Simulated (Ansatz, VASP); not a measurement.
# Two plane-wave programs on C

The input INCAR:

```
ALGO = Normal ; EDIFF = 1E-6
ENCUT = 520 ; GGA = RP
ISIF = 2 ; ISMEAR = -1
LASPH = True ; LCHARG = False
LREAL = False ; LWAVE = False
NBANDS = 16 ; NELM = 80
PREC = Accurate ; SIGMA = 0.05
```

File KPOINTS:

```
k-points
0
Gamma
  14 14 3
```

Contents of POSCAR:

```
C
1.0
    2.4436496847      0.0000000000      0.0000000000
   -1.2218248423      2.1162627049      0.0000000000
    0.0000000000      0.0000000000      9.5240257455
C
4
Direct
    1.0000000000      1.0000000000      0.2500000000
    0.0000000000      0.0000000000      0.7500000000
    0.3333333333      0.6666666667      0.2500000000
    0.6666666667      0.3333333333      0.7500000000
```

Input for Ansatz:

```yaml
crystal:
  lattice:
    - [2.4436496847, 0.0, 0.0]
    - [-1.2218248423, 2.1162627049, 0.0]
    - [0.0, 0.0, 9.5240257455]
  atoms:
    - { symbol: C, position: [1.0, 1.0, 0.25] }
    - { symbol: C, position: [0.0, 0.0, 0.75] }
    - { symbol: C, position: [0.3333333333, 0.6666666667, 0.25] }
    - { symbol: C, position: [0.6666666667, 0.3333333333, 0.75] }
hamiltonian:
  xc: rpbe
  pseudopotentials:
    kind: paw
    azcp:
      C: "pseudopotentials/C.paw.azcp"
basis:
  ecutwfc: 420
  fft_grid_basis: typed
kpoints:
  mp_grid: { grid: [14, 14, 3], shift: [0, 0, 0] }
magnetization:
  spin_polarized: false
scf:
  occupations: { method: fermi_dirac, width: 0.05 }
output:
  stress: true
```

Alike in both runs: task single point; functional RPBE; k mesh 14 × 14 × 3; occupations fermi-dirac, width 0.05 eV; no spin polarisation.

|  | VASP | Ansatz |
| --- | --- | --- |
| version | VASP 6.6.1 | Ansatz 0.2.0 |
| potentials or method | VASP PAW PBE potentials, release 64 (C), cutoff 520 eV | plane waves (420 eV) with PAW, scalar-relativistic |
| valence electrons in the cell | 16 | 16 |

|  | VASP | Ansatz | Ansatz less VASP |
| --- | --- | --- | --- |
| pressure (GPa) | 8.5 | 8.2 | -0.27 |
| traceless stress, the component that is largest in VASP (GPa) | -8.49 | -8.12 | +0.365 |

VASP's potentials were made for PBE, not for RPBE. With one functional, cell and mesh, what is left measures potentials, basis and numerics.
